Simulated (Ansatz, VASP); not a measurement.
**One calculation of Na, two programs**

File INCAR:

```
SYSTEM = Na
ALGO = Normal
EDIFF = 1E-8
ENCUT = 520
GGA = PS
ISIF = 2
ISMEAR = -1
LASPH = .True.
LCHARG = .False.
LEFG = .True.
LREAL = .False.
LWAVE = .False.
NBANDS = 10
NELM = 60
PREC = Accurate
SIGMA = 0.03
```

File KPOINTS:

```
k-points
0
Gamma
  11 11 11
  0 0 0
```

The input POSCAR:

```
Na
1.0
   -2.1104180073      2.1104180073      2.1104180073
    2.1104180073     -2.1104180073      2.1104180073
    2.1104180073      2.1104180073     -2.1104180073
Na
1
Direct
    0.0000000000      0.0000000000      0.0000000000
```

Input for Ansatz:

```yaml
crystal:
  lattice:
    - [-2.1104180073, 2.1104180073, 2.1104180073]
    - [2.1104180073, -2.1104180073, 2.1104180073]
    - [2.1104180073, 2.1104180073, -2.1104180073]
  atoms:
    - { symbol: Na, position: [0.0, 0.0, 0.0] }
kpoints:
  mp_grid: { grid: [11, 11, 11] }
scf:
  occupations: { method: fermi_dirac, width: 0.03 }
hamiltonian:
  xc: pbesol
  pseudopotentials: { kind: all_electron, datasets: crystal }
output:
  forces: true
  stress: true
  eigenvalues: true
  efg: { contact_densities: true }
```

Change from the starting cell: volume scaled by 0.99, crystal datasets.

Alike in both runs: task electric field gradients; functional PBEsol; k mesh 11 × 11 × 11; occupations fermi-dirac, width 0.03 eV; no spin polarisation.

|  | VASP | Ansatz |
| --- | --- | --- |
| version | VASP 6.6.1 | Ansatz 0.2.0 |
| potentials or method | VASP PAW PBE potentials, release 64 (Na_pv), cutoff 520 eV | all-electron PAW with datasets made for the crystal, scalar-relativistic |

```csv
,VASP,Ansatz,Ansatz less VASP
pressure (GPa),-0.3,-0.3,0.00
```

VASP's potentials were made for PBE, not for PBEsol. Ansatz ran all-electron here, and VASP with PAW potentials.
